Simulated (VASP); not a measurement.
Runs of VASP 6.6.1 on Pd. The structure is that of space group Fm-3m (No. 225), or close to it. The cells are those of the table. 

```csv
cell,gap on the mesh (eV),pressure (GPa)
"a = 2.801 Å, angles 60.0°, 1 atom",none,-2.0
"a = 2.795 Å, angles 60.0°, 1 atom",none,(b)
"a = 2.753 Å, angles 60.0°, 1 atom",none,7.3
"a = 2.800 Å, angles 60.0°, 1 atom",none,(a)
"a = 2.798 Å, angles 60.0°, 1 atom",none,-1.4
"a = 2.772 Å, angles 60.0°, 1 atom",none,3.3
"a = 2.791 Å, angles 60.0°, 1 atom",none,-0.3
```

Alike in all rows: task single point; level PBE; potentials or basis VASP PAW PBE potentials, release 64 (Pd); no spin polarisation; k mesh 9 × 9 × 9; cutoff (eV) 500; smearing fermi-dirac 0.15 eV.

Q: Fill in the values left out.

A: (a) -1.8; (b) -0.9.

A k mesh can miss the band edges, and the runs leave out spin-orbit coupling on Pd.

A gap of «none» marks levels without a gap at the run's occupations.
